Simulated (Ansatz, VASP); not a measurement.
# Two plane-wave programs on InAs2

```
In As
1.0
     3.34361    0.00000    0.00000
    -1.67181    2.89565    0.00000
     0.00000    0.00000   15.63206
In As
2 4
Direct
  0.66667 0.33333 0.25000
  0.33333 0.66667 0.75000
  0.33333 0.66667 0.40960
  0.33333 0.66667 0.09040
  0.66667 0.33333 0.90960
  0.66667 0.33333 0.59040
```

Change from the starting cell: species swapped into the MgSn2 type (P6_3/mmc, No. 194).

Alike in both runs: task single point; functional PBE; k mesh 6 × 6 × 1; occupations gaussian, width 0.1 eV; no spin polarisation.

|  | VASP | Ansatz |
| --- | --- | --- |
| version | VASP 6.6.1 | Ansatz 0.2.0 |
| potentials or method | VASP PAW PBE potentials, release 64 (In_d, As), cutoff 520 eV | scalar-relativistic, plane waves, PAW |
| valence electrons in the cell | 46 | 86 |

```tsv
	VASP	Ansatz	Ansatz less VASP
gap on the k mesh at the Fermi level (eV)	none	none	-
pressure (GPa)	-6.3	-6.3	+0.01
traceless stress, the component that is largest in VASP (GPa)	-0.35	-0.36	-0.007
rms of the force components (eV/Å)	0.132	0.131	-0.0013
```

Atom by atom the forces differ by 0.001 eV/Å (rms over components). A gap of «none» marks a metal or a gap that the smearing closes. The functional is the same, so the differences come from potentials, cutoffs and numerics. VASP's potentials hold 46 valence electrons a cell and Ansatz's 86, so a difference there can come from the potentials and not from the codes.

The k mesh is coarse, so the values compare programs but aren't converged.
